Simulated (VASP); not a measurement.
# K7Mg8F24 (a cell with a defect) in VASP: relaxation of the atoms with PBEsol

Aim: the relaxation of the atoms of K7Mg8F24 (a cell with a defect) with PBEsol.

Program: VASP 6.6.1. These are calculated values, not measurements. Logs are shortened: lines on timing, memory, paths and dates and some standing lists are left out, and cuts for length are marked.

### Step 1. The cell of the first run

The cell holds a defect, 39 atoms: a = 7.983 Å, b = 7.983 Å, c = 7.983 Å, α = 90.00°, β = 90.00°, γ = 90.00°.

### Step 2. Relaxation of the atoms, PBEsol

INCAR

```
SYSTEM = K7Mg8F24
ALGO = Normal
EDIFF = 1E-6
EDIFFG = -0.03
ENCUT = 520
GGA = PS
IBRION = 2
ISIF = 2
ISMEAR = -1
ISYM = 0
LASPH = .True.
LCHARG = .False.
LREAL = Auto
LWAVE = .False.
NCORE = 4
NELECT = 248.0
NELM = 60
NSW = 100
PREC = Accurate
SIGMA = 0.05
```

KPOINTS

```
Automatic mesh
0
Gamma
  1 1 1
  0.25 0.25 0.25
```

POSCAR

```
K7Mg8F24
1.0
    7.9825440000      0.0000000000      0.0000000000
    0.0000000000      7.9825440000      0.0000000000
    0.0000000000      0.0000000000      7.9825440000
K Mg F
7 8 24
Direct
    0.0006920000      0.9978060000      0.9989960000
    0.0008540000      0.9978120000      0.5006980000
    0.0030030000      0.4978490000      0.9970020000
    0.0033490000      0.5006420000      0.4986690000
    0.4969060000      0.9990680000      0.0046120000
    0.4989950000      0.9968630000      0.5078390000
    0.5008260000      0.4980050000      0.9985000000
    0.2486610000      0.2488260000      0.2482210000
    0.2538840000      0.2494100000      0.7517060000
    0.2485730000      0.7505510000      0.2493910000
    0.2507730000      0.7495030000      0.7493830000
    0.7514590000      0.2566700000      0.2494840000
    0.7500500000      0.2549870000      0.7487010000
    0.7491310000      0.7482900000      0.2501860000
    0.7461200000      0.7506940000      0.7520710000
    0.2469780000      0.2474510000      0.0007650000
    0.2495570000      0.2480240000      0.5005730000
    0.2460700000      0.7495540000      0.0028690000
    0.2481580000      0.7488780000      0.4963040000
    0.7506700000      0.2486890000      0.0001430000
    0.7497880000      0.2506090000      0.4999250000
    0.7477050000      0.7469240000      0.9973430000
    0.7517060000      0.7447580000      0.4979070000
    0.9962070000      0.2551070000      0.2508790000
    0.0006340000      0.2522710000      0.7476850000
    0.9989520000      0.7488120000      0.2482030000
    0.0008510000      0.7552800000      0.7478000000
    0.4994570000      0.2513450000      0.2528980000
    0.5012080000      0.2495320000      0.7501250000
    0.4975270000      0.7499820000      0.2484040000
    0.5013810000      0.7492650000      0.7490990000
    0.2534020000      0.0011940000      0.2472920000
    0.2531510000      0.0031480000      0.7445730000
    0.2459740000      0.4947960000      0.2545060000
    0.2500430000      0.4982250000      0.7500330000
    0.7512700000      0.0036750000      0.2479990000
    0.7525540000      0.9966350000      0.7525230000
    0.7508430000      0.4966420000      0.2479200000
    0.7510600000      0.4982450000      0.7472900000
```

Potentials or basis: VASP PAW PBE potentials, release 64 (K_sv, Mg, F).

Run with:

```sh
> cat potpaw_PBE.64/K_sv/POTCAR potpaw_PBE.64/Mg/POTCAR potpaw_PBE.64/F/POTCAR > POTCAR
> mpirun -np 4 vasp_std > vasp.out
```

OUTCAR:

```text
SYSTEM = K7Mg8F24
   EDIFF = 1E-6
   EDIFFG = -0.03
   ENCUT = 520
   GGA = PS
   IBRION = 2
   ISIF = 2
   ISMEAR = -1
   ISYM = 0
   LASPH = .True.
   LREAL = Auto
   NELECT = 248.0
   NELM = 60
   NSW = 100
   PREC = Accurate

 ion  position               nearest neighbor table
   1  0.001  0.998  0.999-  18 2.79  27 2.79  37 2.79  16 2.80  26 2.81  36 2.81  20 2.83  32 2.83
                            22 2.84  25 2.85  10 3.44  11 3.45   8 3.45  15 3.45   9 3.47  14 3.47
   2  0.001  0.998  0.501-  27 2.76  19 2.80  33 2.80  17 2.82  37 2.82  25 2.83  26 2.83  23 2.83
                            36 2.84  21 2.84  32 2.86  10 3.44  11 3.44   8 3.46  14 3.46  15 3.47
   3  0.003  0.498  0.997-  35 2.79  16 2.79  18 2.79  25 2.79  24 2.80  34 2.83  20 2.83  39 2.83
                            26 2.83  38 2.84  22 2.85  13 3.43   9 3.43  12 3.44   8 3.44  11 3.44
   4  0.003  0.501  0.499-  34 2.75  19 2.78  24 2.79  23 2.80  25 2.81  35 2.81  26 2.81  17 2.82
                            39 2.83  38 2.84  21 2.84  27 2.84  10 3.43  12 3.43  11 3.44   8 3.45
   5  0.497  0.999  0.005-  32 2.74  30 2.78  36 2.81  16 2.81  18 2.82  28 2.83  22 2.84  20 2.84
                            33 2.85  29 2.85  31 2.85  10 3.42   8 3.42   9 3.44  14 3.45  15 3.46
   6  0.499  0.997  0.508-  33 2.72  31 2.76  29 2.79  37 2.81  19 2.82  17 2.83  21 2.85  23 2.85
                            32 2.86  11 3.40  15 3.40   9 3.42  13 3.46  10 3.48  14 3.49   8 3.51
   7  0.501  0.498  0.998-  22 2.80  29 2.80  20 2.82  35 2.82  38 2.82  31 2.83  28 2.83  39 2.83
                            30 2.83  16 2.85  18 2.86  13 3.42   9 3.42  12 3.42  15 3.43  14 3.46
   8  0.249  0.249  0.248-  34 1.96  16 1.98  32 1.98  28 2.00  17 2.01  24 2.02   5 3.42   3 3.44
                             4 3.45   1 3.45   7 3.46   2 3.46   6 3.51
   9  0.254  0.249  0.752-  33 1.97  29 1.97  35 1.99  16 1.99  17 2.01  25 2.02   6 3.42   7 3.42
[... 23 lines left out ...]
  26  0.999  0.749  0.248-  10 1.99  14 1.99   1 2.81   4 2.81   2 2.83   3 2.83
  27  0.001  0.755  0.748-  11 2.00  15 2.03   2 2.76   1 2.79   4 2.84
  28  0.499  0.251  0.253-   8 2.00  12 2.01   5 2.83   7 2.83
  29  0.501  0.250  0.750-   9 1.97  13 1.99   6 2.79   7 2.80   5 2.85
  30  0.498  0.750  0.248-  10 1.99  14 2.01   5 2.78   7 2.83
  31  0.501  0.749  0.749-  15 1.95  11 2.00   6 2.76   7 2.83   5 2.85
  32  0.253  0.001  0.247-   8 1.98  10 2.00   5 2.74   1 2.83   2 2.86   6 2.86
  33  0.253  0.003  0.745-   9 1.97  11 2.03   6 2.72   2 2.80   5 2.85
  34  0.246  0.495  0.255-   8 1.96  10 2.04   4 2.75   3 2.83
  35  0.250  0.498  0.750-   9 1.99  11 2.01   3 2.79   4 2.81   7 2.82
  36  0.751  0.004  0.248-  12 2.02  14 2.04   5 2.81   1 2.81   2 2.84
  37  0.753  0.997  0.753-  15 1.96  13 2.06   1 2.79   6 2.81   2 2.82
  38  0.751  0.497  0.248-  12 1.92  14 2.01   7 2.82   3 2.84   4 2.84
  39  0.751  0.498  0.747-  13 1.94  15 2.02   4 2.83   7 2.83   3 2.83

IMPORTANT INFORMATION: All symmetrisations will be switched off!
NOSYMM: (Re-)initialisation of all symmetry stuff for point group C_1.

----------------------------------------------------------------------------------------

                                     Primitive cell

  volume of cell :     508.6558

  direct lattice vectors                    reciprocal lattice vectors
     7.982544000  0.000000000  0.000000000     0.125273346  0.000000000  0.000000000
     0.000000000  7.982544000  0.000000000     0.000000000  0.125273346  0.000000000
     0.000000000  0.000000000  7.982544000     0.000000000  0.000000000  0.125273346

  length of vectors
     7.982544000  7.982544000  7.982544000     0.125273346  0.125273346  0.125273346

  position of ions in fractional coordinates (direct lattice)
     0.000692000  0.997806000  0.998996000
     0.000854000  0.997812000  0.500698000
     0.003003000  0.497849000  0.997002000
     0.003349000  0.500642000  0.498669000
     0.496906000  0.999068000  0.004612000
     0.498995000  0.996863000  0.507839000
[... 31 lines left out ...]
     0.750843000  0.496642000  0.247920000
     0.751060000  0.498245000  0.747290000

  ion indices of the primitive-cell ions
   primitive index   ion index
                 1           1
                 2           2
                 3           3
                 4           4
                 5           5
                 6           6
[... 31 lines left out ...]
                38          38
                39          39

----------------------------------------------------------------------------------------

 KPOINTS: Automatic mesh

Automatic generation of k-mesh.
 Grid dimensions read from file:
 generate k-points for:    1    1    1

 Generating k-lattice:

  Cartesian coordinates                     Fractional coordinates (reciprocal lattice)
     0.125273346  0.000000000  0.000000000     1.000000000  0.000000000  0.000000000
     0.000000000  0.125273346  0.000000000     0.000000000  1.000000000  0.000000000
     0.000000000  0.000000000  0.125273346     0.000000000  0.000000000  1.000000000

  Length of vectors
     0.125273346  0.125273346  0.125273346

  Shift w.r.t. Gamma in fractional coordinates (k-lattice)
     0.250000000  0.250000000  0.250000000

 Subroutine IBZKPT returns following result:
 ===========================================

 Found      4 irreducible k-points:

 Following reciprocal coordinates:
            Coordinates               Weight
  0.250000  0.250000  0.250000      2.000000
 -0.250000  0.250000  0.250000      2.000000
 -0.250000 -0.250000  0.250000      2.000000
  0.250000 -0.250000  0.250000      2.000000
   k-points           NKPTS =      4   k-points in BZ     NKDIM =      4   number of bands    NBANDS=    148
   number of dos      NEDOS =    301   number of ions     NIONS =     39
   total plane-waves  NPLWV = 216000
   dimension x,y,z NGX =    60 NGY =   60 NGZ =   60
   dimension x,y,z NGXF=   120 NGYF=  120 NGZF=  120
   ions per type =               7   8  24
   NGX,Y,Z   is equivalent  to a cutoff of  12.50, 12.50, 12.50 a.u.
   NGXF,Y,Z  is equivalent  to a cutoff of  24.99, 24.99, 24.99 a.u.
 SYSTEM =  K7Mg8F24
   PREC   = accura    normal or accurate (medium, high low for compatibility)
   ISTART =      0    job   : 0-new  1-cont  2-samecut
   ICHARG =      2    charge: 1-file 2-atom 10-const
   ISPIN  =      1    spin polarized calculation?
   LNONCOLLINEAR =      F non collinear calculations
   LSORBIT =      F    spin-orbit coupling
   LASPH  =      T    aspherical Exc in radial PAW
   ENCUT  =  520.0 eV  38.22 Ry    6.18 a.u.  14.84 14.84 14.84*2*pi/ulx,y,z
   NELM   =     60;   NELMIN=  2; NELMDL= -5     # of ELM steps
   EDIFF  = 0.1E-05   stopping-criterion for ELM
   LREAL  =      T    real-space projection
   EDIFFG = -.3E-01   stopping-criterion for IOM
   NSW    =    100    number of steps for IOM
   IBRION =      2    ionic relax: 0-MD 1-quasi-New 2-CG
   NFREE  =      1    steps in history (QN), initial steepest desc. (CG)
   ISIF   =      2    stress and relaxation
   ISYM   =      0    0-nonsym 1-usesym 2-fastsym
   POTIM  = 0.5000    time-step for ionic-motion
   TEBEG  =    0.0;   TEEND  =   0.0 temperature during run
   PSTRESS=    0.0 pullay stress
   NELECT =     248.0000    total number of electrons
   NUPDOWN=      -1.0000    fix difference up-down
   EMIN   =  10.00;   EMAX   =-10.00  energy-range for DOS
   EFERMI =   0.00;   METHOD = LEGACY
   ISMEAR =    -1;   SIGMA  =   0.05  broadening in eV -4-tet -1-fermi 0-gaus
   EFERMI_NEDOS =   21; number of points for ismear=-14 and -15
   IALGO  =     38    algorithm
   IMIX   =      4    mixing-type and parameters
     AMIX     =   0.40;   BMIX     =  1.00
     AMIX_MAG =   1.60;   BMIX_MAG =  1.00
  volume/ion in A,a.u.               =      13.04        88.01
  Fermi-wavevector in a.u.,A,eV,Ry     =   1.288499  2.434910 22.588794  1.660230
  Thomas-Fermi vector in A             =   2.420449
   LORBIT       =      0    0 simple, 1 ext, 2 COOP (PROOUT), +10 PAW based schemes
   GGA     = PS    functional components
   LHFCALC =     F    Hartree Fock is set to
   AEXX    =    0.0000 exact exchange contribution
   IVDW    =     0    specifies the selected vdW correction
   LEPSILON=     F    determine dielectric tensor
   LRPA    =     F    only Hartree local field effects (RPA)
 conjugate gradient relaxation of ions
 non-spin polarized calculation
  energy-cutoff  :      520.00
  volume of cell :      508.66
 maximum number of plane-waves:     13679
   NGX = 29   NGY = 29   NGZ = 29

--------------------------------------- Ionic step        1  -------------------------------------------

 number of electron     247.9999966 magnetization

 Free energy of the ion-electron system (eV)
  ---------------------------------------------------
  ext. energy  EPLUGINS =         0.00000000
  ---------------------------------------------------
  free energy    TOTEN  =      -195.98129007 eV

  energy without entropy =     -195.98129007  energy(sigma->0) =     -195.98129007

------------------------ aborting loop because EDIFF is reached ----------------------------------------

  FORCE on cell =-STRESS in cart. coord.  units (eV):
  Direction    XX          YY          ZZ          XY          YZ          ZX
  --------------------------------------------------------------------------------------
  -------------------------------------------------------------------------------------
  Total        2.7898917      3.0966596      2.4611449      0.0280534     -0.0054042      0.0156638
  in kB        8.7876745      9.7539402      7.7521792      0.0883633     -0.0170222      0.0493382
  external PRESSURE =       8.7645980 kB  Pullay stress =       0.0000000 kB
[... 200 lines left out ...]
  FREE ENERGIE OF THE ION-ELECTRON SYSTEM (eV)
  ---------------------------------------------------
  free  energy   TOTEN  =      -196.3611503319 eV

  energy  without entropy=     -196.3611503319  energy(sigma->0) =     -196.36115033

[... ionic steps 4 to 8 ...]

--------------------------------------- Ionic step        9  -------------------------------------------

 number of electron     247.9999721 magnetization

------------------------ aborting loop because EDIFF is reached ----------------------------------------
[... 141 lines left out ...]
--------------------------------------- Ionic step       11  -------------------------------------------

 number of electron     247.9999729 magnetization

 Free energy of the ion-electron system (eV)
  ---------------------------------------------------
  ext. energy  EPLUGINS =         0.00000000
  ---------------------------------------------------
  free energy    TOTEN  =      -196.45403200 eV

  energy without entropy =     -196.45403200  energy(sigma->0) =     -196.45403200

 E-fermi :  -0.7643     XC(G=0):  -9.6838

 val. band max:       -2.0520669726   @ k =   0.2500  -0.2500   0.2500
 cond. band min:       5.8385641606   @ k =   0.2500  -0.2500   0.2500
 fundamental gap:      7.8906311332
 Fermi energy:        -0.7643353700

 k-point     1 :       0.2500    0.2500    0.2500
  band No.  band energies     occupation
      1     -27.6197      2.00000
      2     -27.6159      2.00000
      3     -27.6152      2.00000
      4     -27.5380      2.00000
      5     -27.4701      2.00000
      6     -27.4691      2.00000
[... 545 lines left out ...]
    135       8.7990      0.00000
    136       8.8983      0.00000
 [bands above 136 left out]

------------------------ aborting loop because EDIFF is reached ----------------------------------------

  FORCE on cell =-STRESS in cart. coord.  units (eV):
  Direction    XX          YY          ZZ          XY          YZ          ZX
  --------------------------------------------------------------------------------------
  -------------------------------------------------------------------------------------
  Total        2.8377198      2.8266436      2.8318110     -0.0036896     -0.0103434      0.0157709
  in kB        8.9383248      8.9034365      8.9197131     -0.0116216     -0.0325798      0.0496757
  external PRESSURE =       8.9204915 kB  Pullay stress =       0.0000000 kB
[... 54 lines left out ...]
  FREE ENERGIE OF THE ION-ELECTRON SYSTEM (eV)
  ---------------------------------------------------
  free  energy   TOTEN  =      -196.4540319960 eV

  energy  without entropy=     -196.4540319960  energy(sigma->0) =     -196.45403200

 reached required accuracy - stopping structural energy minimisation
```

It took 18 min on 4 MPI ranks of Intel Xeon Platinum 8259CL at 2.50GHz (Skylake/Cascade Lake), shared host; peak memory 0.25 GiB.

Results:

```yaml
Free_energy: -196.4540 eV
Energy_gained_by_relaxing: 12.1 meV/atom
Ionic_steps: 11
Largest_force_after_relaxing: 0.021 eV/Å
```

Forces in eV/Å, atoms in the order of the input:
```
K    0.005  0.001  0.000
K    0.003  0.000  0.000
K    0.001  0.000  0.000
K   -0.004 -0.005  0.003
K    0.000 -0.001 -0.011
K   -0.003  0.003 -0.008
K   -0.003  0.001 -0.001
Mg  -0.001  0.003  0.002
Mg   0.001  0.004 -0.003
Mg   0.003  0.000  0.008
Mg   0.006 -0.004 -0.002
Mg  -0.004 -0.002  0.001
Mg  -0.006  0.001 -0.007
Mg   0.002 -0.010  0.009
Mg   0.000 -0.010 -0.005
F    0.006  0.013 -0.003
F   -0.002  0.003  0.000
F    0.006 -0.003 -0.014
F    0.004  0.004  0.006
F   -0.010  0.009  0.006
F   -0.001  0.001 -0.004
F    0.000 -0.005 -0.002
F    0.002  0.000  0.003
F    0.011  0.008  0.005
F    0.005  0.005 -0.006
F    0.006 -0.007  0.013
F   -0.016 -0.005  0.000
F   -0.002  0.001 -0.003
F   -0.006 -0.002 -0.005
F    0.002 -0.001  0.003
F    0.004 -0.004  0.001
F    0.009 -0.017  0.009
F   -0.003 -0.002 -0.007
F    0.002  0.003  0.002
F   -0.005  0.001  0.003
F    0.001 -0.003  0.006
F   -0.006  0.009 -0.004
F   -0.001  0.012  0.004
F   -0.007 -0.003  0.002
```

Step by step:
```csv
step,energy change (eV),largest force (eV/Å),pressure (GPa)
1,0.0000,1.0649,0.88
2,-0.3507,0.3611,0.86
3,-0.3799,0.2690,0.90
4,-0.4192,0.1999,0.90
5,-0.4513,0.2895,0.94
6,-0.4555,0.2316,0.92
7,-0.4674,0.0710,0.91
8,-0.4676,0.0680,0.91
9,-0.4708,0.0419,0.90
10,-0.4719,0.0477,0.90
11,-0.4727,0.0214,0.89
```

Final structure:
```xyz
39
Lattice="7.9825 0.0000 0.0000 0.0000 7.9825 0.0000 0.0000 0.0000 7.9825" Properties=species:S:1:pos:R:3 pbc="T T T"
K     7.9791    7.9791    7.9789
K     7.9807    7.9794    3.9870
K     0.0001    3.9864    7.9783
K     0.0030    3.9897    3.9857
K     3.9897    7.9798    0.0035
K     3.9922    7.9766    3.9955
K     3.9926    3.9865    7.9794
Mg    2.0142    2.0117    2.0141
Mg    2.0173    2.0116    5.9667
Mg    2.0119    5.9650    2.0109
Mg    2.0151    5.9650    5.9650
Mg    5.9662    2.0128    2.0140
Mg    5.9702    2.0128    5.9663
Mg    5.9643    5.9654    2.0103
Mg    5.9682    5.9659    5.9642
F     1.9843    1.9825    7.9817
F     1.9466    1.9359    3.9904
F     1.9845    5.9922    7.9809
F     1.9384    6.0366    3.9872
F     6.0004    1.9832    7.9800
F     6.0376    1.9382    3.9905
F     5.9930    5.9938    7.9786
F     6.0389    6.0380    3.9870
F     7.9799    1.9822    1.9883
F     0.0018    1.9818    5.9926
F     7.9787    5.9960    1.9798
F     0.0024    5.9975    5.9922
F     3.9904    1.9419    1.9402
F     3.9943    1.9436    6.0452
F     3.9881    6.0364    1.9384
F     3.9911    6.0371    6.0361
F     1.9843    7.9813    1.9833
F     1.9927    7.9798    5.9965
F     1.9367    3.9876    1.9402
F     1.9436    3.9882    6.0367
F     5.9903    7.9803    1.9827
F     5.9970    7.9789    5.9943
F     6.0390    3.9879    1.9372
F     6.0482    3.9899    6.0356
```

Caveat: the cell carries a net charge on a neutralising background, which shifts energy and pressure; the cell is charged against a uniform background, so pressure and absolute levels hang on convention; the PAW data sets were made with another functional, which shifts forces and pressure a little.
